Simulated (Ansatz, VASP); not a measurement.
Bi in VASP and in Ansatz

```
CELL_PARAMETERS angstrom
3.16293 0.00000 0.00000
0.00000 3.16293 0.00000
0.00000 0.00000 3.16293
ATOMIC_POSITIONS crystal
Bi 0.00000 0.00000 0.00000
```

Alike in both runs: task single point; functional revPBE; k mesh 11 × 11 × 11; occupations fermi-dirac, width 0.1 eV; no spin polarisation.

```csv
,VASP,Ansatz
version,VASP 6.6.1,Ansatz 0.2.0
potentials or method,"VASP PAW PBE potentials, release 64 (Bi_d), cutoff 520 eV","plane waves (420 eV) with PAW, scalar-relativistic"
valence electrons in the cell,15,15
```

Ansatz gave:

* pressure (GPa): 7.5

Q: Which values does VASP return?

A: Pressure (GPa): 7.4.

VASP's potentials were made for PBE, not for revPBE. The functional is the same, so the differences come from potentials, cutoffs and numerics.

Spin-orbit coupling is off throughout.
